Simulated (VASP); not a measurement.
Here is a VASP 6.6.1 calculation.

The input INCAR:

```
ALGO = Normal
EDIFF = 1E-6
ENCUT = 520
GGA = RP
ISIF = 2
ISMEAR = -1
LASPH = True
LCHARG = False
LREAL = False
LWAVE = False
NBANDS = 14
NELM = 80
PREC = Accurate
SIGMA = 0.1
```

File KPOINTS:

```
k-points
0
Gamma
  9 9 12
```

Contents of POSCAR:

```
As
1.0
    5.0714833085      0.0000000000      0.0000000000
   -2.5357416543      4.3920333800      0.0000000000
    0.0000000000      0.0000000000      2.9572687240
As
3
Direct
    0.0000000000      1.0000000000      0.0000000000
    0.3333333333      0.6666666667      0.5000000000
    0.6666666667      0.3333333333      0.5000000000
```

Potentials or basis: VASP PAW PBE potentials, release 64 (As).

The run is started by

```console
$ cat potpaw_PBE.64/As/POTCAR > POTCAR
$ mpirun -np 1 vasp_std > vasp.out
```

Task: What does it give for the pressure?

Result: -6.5 GPa.

Stress tensor (GPa, compression positive):
```
-6.36  0.00  0.00
 0.00 -6.36  0.00
 0.00  0.00 -6.66
```

Caveat: the PAW data sets were made with another functional, which shifts forces and pressure a little.
